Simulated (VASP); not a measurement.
# Sr (C2/c) in VASP: single point with PBE

Aim: the single point of Sr with PBE.

Everything below comes from runs of VASP 6.6.1. Logs are shortened: lines on timing, memory, paths and dates and some standing lists are left out, and cuts for length are marked.

**1. The cell of the first run**

The structure is monoclinic, space group C2/c (No. 15). The conventional cell has a = 4.062 Å, b = 11.827 Å, c = 4.894 Å, α = 90.00°, β = 92.02°, γ = 90.00°. Within 5.2 Å of Sr (site symmetry 2) lie 10 Sr at 3.95 to 4.89 Å.

**2. Single point, PBE**

Input file INCAR:

```
PREC = Accurate
ENCUT = 520
EDIFF = 1E-6
ISMEAR = 0
SIGMA = 0.1
LREAL = F
LASPH = T
NELM = 80
ALGO = Normal
ISIF = 2
LWAVE = F
LCHARG = F
GGA = PE
NBANDS = 17
```

Input file KPOINTS:

```
Automatic mesh
0
Gamma
  6 6 4
```

Input file POSCAR:

```
Sr
1.0
    2.0312033010     -5.9136949323      0.0000000000
    2.0312033010      5.9136949323      0.0000000000
   -0.1724980678      0.0000000000      4.8906470051
Sr
2
Direct
    0.8690000000      0.1310000000      0.2500000000
    0.1310000000      0.8690000000      0.7500000000
```

Potentials or basis: VASP PAW PBE potentials, release 64 (Sr_sv).

The run is started by

```console
cat potpaw_PBE.64/Sr_sv/POTCAR > POTCAR
mpirun -np 1 vasp_std > vasp.out
```

OUTCAR:

```text
PREC = Accurate
   ENCUT = 520
   EDIFF = 1E-6
   ISMEAR = 0
   LREAL = F
   LASPH = T
   NELM = 80
   ISIF = 2
   GGA = PE

 ion  position               nearest neighbor table
   1  0.869  0.131  0.250-   2 3.95   2 3.95   2 4.21   2 4.21   2 4.29   2 4.29
   2  0.131  0.869  0.750-   1 3.95   1 3.95   1 4.21   1 4.21   1 4.29   1 4.29

  LATTYP: Found a base centered monoclinic cell.
 ALAT       =     4.0624066020
 B/A-ratio  =     2.9114244396
 C/A-ratio  =     1.2046278548
 COS(beta)  =    -0.0352490928

  Lattice vectors:

 A1 = (   2.0312033010,  -5.9136949323,   0.0000000000)
 A2 = (   2.0312033010,   5.9136949323,   0.0000000000)
 A3 = (  -0.1724980678,   0.0000000000,   4.8906470051)

Analysis of symmetry for initial positions (statically):
=====================================================================
 Subroutine PRICEL returns:
 Original cell was already a primitive cell.

 Routine SETGRP: Setting up the symmetry group for a
 base centered monoclinic supercell.

 Subroutine GETGRP returns: Found  4 space group operations
 (whereof  2 operations were pure point group operations)
 out of a pool of  4 trial point group operations.

The static configuration has the point symmetry S_2 .
 The point group associated with its full space group is C_2h.

Analysis of symmetry for dynamics (positions and initial velocities):
=====================================================================
 Subroutine PRICEL returns:
 Original cell was already a primitive cell.

 Routine SETGRP: Setting up the symmetry group for a
 base centered monoclinic supercell.

 Subroutine GETGRP returns: Found  4 space group operations
 (whereof  2 operations were pure point group operations)
 out of a pool of  4 trial point group operations.

The dynamic configuration has the point symmetry S_2 .
 The point group associated with its full space group is C_2h.

 Subroutine INISYM returns: Found  4 space group operations
 (whereof  2 operations are pure point group operations),
 and found     1 'primitive' translations

----------------------------------------------------------------------------------------

                                     Primitive cell

  volume of cell :     117.4921

  direct lattice vectors                    reciprocal lattice vectors
     2.031203301 -5.913694932  0.000000000     0.246159505 -0.084549509  0.008682295
     2.031203301  5.913694932  0.000000000     0.246159505  0.084549509  0.008682295
    -0.172498068  0.000000000  4.890647005     0.000000000  0.000000000  0.204471923

  length of vectors
     6.252805339  6.252805339  4.893688150     0.260419861  0.260419861  0.204471923

  position of ions in fractional coordinates (direct lattice)
     0.869000000  0.131000000  0.250000000
     0.131000000  0.869000000  0.750000000

  ion indices of the primitive-cell ions
   primitive index   ion index
                 1           1
                 2           2

----------------------------------------------------------------------------------------

 KPOINTS: Automatic mesh

Automatic generation of k-mesh.
 Grid dimensions read from file:
 generate k-points for:    6    6    4

 Generating k-lattice:

  Cartesian coordinates                     Fractional coordinates (reciprocal lattice)
     0.041026584 -0.014091585  0.001447049     0.166666667  0.000000000  0.000000000
     0.041026584  0.014091585  0.001447049     0.000000000  0.166666667  0.000000000
     0.000000000  0.000000000  0.051117981     0.000000000  0.000000000  0.250000000

  Length of vectors
     0.043403310  0.043403310  0.051117981

  Shift w.r.t. Gamma in fractional coordinates (k-lattice)
     0.000000000  0.000000000  0.000000000

 Subroutine IBZKPT returns following result:
 ===========================================

 Found     47 irreducible k-points:

 Following reciprocal coordinates:
            Coordinates               Weight
  0.000000  0.000000  0.000000      1.000000
  0.166667  0.000000  0.000000      4.000000
  0.333333  0.000000  0.000000      4.000000
  0.500000 -0.000000  0.000000      2.000000
  0.166667  0.166667  0.000000      2.000000
  0.333333  0.166667  0.000000      4.000000
[... 16 lines left out ...]
 -0.333333  0.166667  0.250000      4.000000
 -0.166667  0.166667  0.250000      4.000000
 [... further k-points ...]
   k-points           NKPTS =     47   k-points in BZ     NKDIM =     47   number of bands    NBANDS=     17
   number of dos      NEDOS =    301   number of ions     NIONS =      2
   total plane-waves  NPLWV =  82944
   dimension x,y,z NGX =    48 NGY =   48 NGZ =   36
   dimension x,y,z NGXF=    96 NGYF=   96 NGZF=   72
   ions per type =               2
   NGX,Y,Z   is equivalent  to a cutoff of  12.76, 12.76, 12.23 a.u.
   NGXF,Y,Z  is equivalent  to a cutoff of  25.52, 25.52, 24.46 a.u.
 SYSTEM =  unknown system
   PREC   = accura    normal or accurate (medium, high low for compatibility)
   ISTART =      0    job   : 0-new  1-cont  2-samecut
   ICHARG =      2    charge: 1-file 2-atom 10-const
   ISPIN  =      1    spin polarized calculation?
   LNONCOLLINEAR =      F non collinear calculations
   LSORBIT =      F    spin-orbit coupling
   LASPH  =      T    aspherical Exc in radial PAW
   ENCUT  =  520.0 eV  38.22 Ry    6.18 a.u.  11.63 11.63  9.10*2*pi/ulx,y,z
   NELM   =     80;   NELMIN=  2; NELMDL= -5     # of ELM steps
   EDIFF  = 0.1E-05   stopping-criterion for ELM
   LREAL  =      F    real-space projection
   EDIFFG = 0.1E-04   stopping-criterion for IOM
   NSW    =      0    number of steps for IOM
   IBRION =     -1    ionic relax: 0-MD 1-quasi-New 2-CG
   NFREE  =      0    steps in history (QN), initial steepest desc. (CG)
   ISIF   =      2    stress and relaxation
   ISYM   =      2    0-nonsym 1-usesym 2-fastsym
   POTIM  = 0.5000    time-step for ionic-motion
   TEBEG  =    0.0;   TEEND  =   0.0 temperature during run
   PSTRESS=    0.0 pullay stress
   NELECT =      20.0000    total number of electrons
   NUPDOWN=      -1.0000    fix difference up-down
   EMIN   =  10.00;   EMAX   =-10.00  energy-range for DOS
   EFERMI =   0.00;   METHOD = LEGACY
   ISMEAR =     0;   SIGMA  =   0.10  broadening in eV -4-tet -1-fermi 0-gaus
   EFERMI_NEDOS =   21; number of points for ismear=-14 and -15
   IALGO  =     38    algorithm
   IMIX   =      4    mixing-type and parameters
     AMIX     =   0.40;   BMIX     =  1.00
     AMIX_MAG =   1.60;   BMIX_MAG =  1.00
  volume/ion in A,a.u.               =      58.75       396.44
  Fermi-wavevector in a.u.,A,eV,Ry     =   0.907295  1.714539 11.200107  0.823185
  Thomas-Fermi vector in A             =   2.031086
   LORBIT       =      0    0 simple, 1 ext, 2 COOP (PROOUT), +10 PAW based schemes
   GGA     = PE    functional components
   LHFCALC =     F    Hartree Fock is set to
   AEXX    =    0.0000 exact exchange contribution
   IVDW    =     0    specifies the selected vdW correction
   LEPSILON=     F    determine dielectric tensor
   LRPA    =     F    only Hartree local field effects (RPA)
 non-spin polarized calculation
 Gauss-broadening in eV      SIGMA  =   0.10
  energy-cutoff  :      520.00
  volume of cell :      117.49
 maximum number of plane-waves:      3183
 NGX is ok and might be reduce to    48
   NGX = 23   NGY = 23   NGZ = 19

 number of electron      20.0000000 magnetization

 Free energy of the ion-electron system (eV)
  ---------------------------------------------------
  ext. energy  EPLUGINS =         0.00000000
  ---------------------------------------------------
  free energy    TOTEN  =        -2.88462768 eV

  energy without entropy =       -2.87219872  energy(sigma->0) =       -2.87841320

 E-fermi :   1.2310     XC(G=0):  -7.1440

 val. band max:        1.1931951444   @ k =   0.5000   0.3333   0.5000
 cond. band min:       1.2315373447   @ k =   0.5000   0.3333   0.5000
 fundamental gap:      0.0383422003
 Fermi energy:         1.2310137131

 k-point     1 :       0.0000    0.0000    0.0000
  band No.  band energies     occupation
      1     -35.5138      2.00000
      2     -35.4910      2.00000
      3     -17.5987      2.00000
      4     -17.5164      2.00000
      5     -17.4091      2.00000
      6     -17.3965      2.00000
[... 9 lines left out ...]
     16       4.7577      0.00000
     17       4.7671      0.00000

 k-point     2 :       0.1667    0.0000    0.0000
  band No.  band energies     occupation
      1     -35.5106      2.00000
      2     -35.4898      2.00000
      3     -17.5880      2.00000
      4     -17.5067      2.00000
      5     -17.4558      2.00000
      6     -17.4355      2.00000
[... 9 lines left out ...]
     16       4.1668      0.00000
     17       4.6501      0.00000

 k-point     3 :       0.3333    0.0000    0.0000
  band No.  band energies     occupation
      1     -35.5037      2.00000
      2     -35.4878      2.00000
      3     -17.5745      2.00000
      4     -17.5425      2.00000
      5     -17.4997      2.00000
      6     -17.4844      2.00000
[... 9 lines left out ...]
     16       4.2082      0.00000
     17       4.3276      0.00000

 k-point     4 :       0.5000   -0.0000    0.0000
  band No.  band energies     occupation
      1     -35.5000      2.00000
      2     -35.4871      2.00000
      3     -17.5871      2.00000
      4     -17.5833      2.00000
      5     -17.5107      2.00000
      6     -17.4712      2.00000
[... 9 lines left out ...]
     16       4.0879      0.00000
     17       4.3009      0.00000
[... 343 lines left out ...]
      1     -35.4994      2.00000
      2     -35.4915      2.00000
      3     -17.5552      2.00000
      4     -17.5494      2.00000
      5     -17.5187      2.00000
      6     -17.4811      2.00000
[... 9 lines left out ...]
     16       3.9291      0.00000
     17       4.4575      0.00000

 k-point    23 :      -0.3333    0.1667    0.2500
  band No.  band energies     occupation
      1     -35.5055      2.00000
      2     -35.4943      2.00000
      3     -17.5712      2.00000
      4     -17.4995      2.00000
      5     -17.4630      2.00000
      6     -17.4472      2.00000
[... 9 lines left out ...]
     16       3.8952      0.00000
     17       4.3769      0.00000

 k-point    24 :      -0.1667    0.1667    0.2500
  band No.  band energies     occupation
      1     -35.5091      2.00000
      2     -35.4951      2.00000
      3     -17.5772      2.00000
      4     -17.4928      2.00000
      5     -17.4615      2.00000
      6     -17.4117      2.00000
[... 9 lines left out ...]
     16       4.4203      0.00000
     17       4.4820      0.00000

 [... further k-points ...]

------------------------ aborting loop because EDIFF is reached ----------------------------------------

  FORCE on cell =-STRESS in cart. coord.  units (eV):
  Direction    XX          YY          ZZ          XY          YZ          ZX
  --------------------------------------------------------------------------------------
  -------------------------------------------------------------------------------------
  Total        0.0514269      0.3263938     -1.1187433      0.0000000      0.0000000      0.0513835
  in kB        0.7012812      4.4508590    -15.2557097      0.0000000      0.0000000      0.7006889
  external PRESSURE =      -3.3678565 kB  Pullay stress =       0.0000000 kB

 VOLUME and BASIS-vectors are now :
 -----------------------------------------------------------------------------
  energy-cutoff  :      520.00
  volume of cell :      117.49
      direct lattice vectors                 reciprocal lattice vectors
     2.031203301 -5.913694932  0.000000000     0.246159505 -0.084549509  0.008682295
     2.031203301  5.913694932  0.000000000     0.246159505  0.084549509  0.008682295
    -0.172498068  0.000000000  4.890647005     0.000000000  0.000000000  0.204471923

 POSITION                                       TOTAL-FORCE (eV/Angst)
 -----------------------------------------------------------------------------------
      1.98808     -4.36431      1.22266        -0.000000      0.146358      0.000000
      1.90183      4.36431      3.66799         0.000000     -0.146358      0.000000
 -----------------------------------------------------------------------------------
    total drift:                               -0.000000     -0.000000     -0.000000

  FREE ENERGIE OF THE ION-ELECTRON SYSTEM (eV)
  ---------------------------------------------------
  free  energy   TOTEN  =        -2.8846276752 eV

  energy  without entropy=       -2.8721987177  energy(sigma->0) =       -2.87841320
```

Run time: 67 s. Hardware: 1 thread of Intel Xeon Platinum 8259CL at 2.50GHz (Skylake/Cascade Lake), shared host; peak memory 0.3 GiB.

Results:

```
Free energy            : -2.8846 eV
Pressure               : -0.3 GPa
Largest force          : 0.146 eV/Å
Band gap on the k mesh : zero (bands 10 and 11 overlap by 0.48 eV)
```

Forces on the atoms (eV/Å):
```
Sr   0.000  0.146  0.000
Sr   0.000 -0.146  0.000
```

Levels at points of the mesh, in eV from the Fermi level:
```csv
k point,band 6,band 7,band 8,band 9,band 10,band 11,band 12,band 13,band 14,band 15
"(0.00, 0.00, 0.00)",-18.63,-18.62,-18.62,-3.40,-0.34,0.53,1.35,1.35,1.64,3.42
"(0.50, 0.00, 0.00)",-18.70,-18.64,-18.63,-1.08,-0.34,-0.05,1.49,1.50,1.70,1.73
"(0.50, 0.50, 0.00)",-18.68,-18.66,-18.61,-2.22,-2.01,0.60,1.49,1.96,2.00,2.24
"(0.00, 0.00, 0.50)",-18.70,-18.63,-18.63,-1.62,-1.62,0.72,0.72,1.48,1.48,2.73
"(0.50, 0.00, 0.50)",-18.74,-18.64,-18.64,-0.28,-0.20,0.55,0.69,1.12,1.25,2.38
"(0.50, 0.50, 0.50)",-18.63,-18.61,-18.61,-1.17,-1.17,-0.11,-0.11,1.64,1.64,3.38
```

The gap in the log of VASP goes by the Fermi energy; the results here count the filled bands.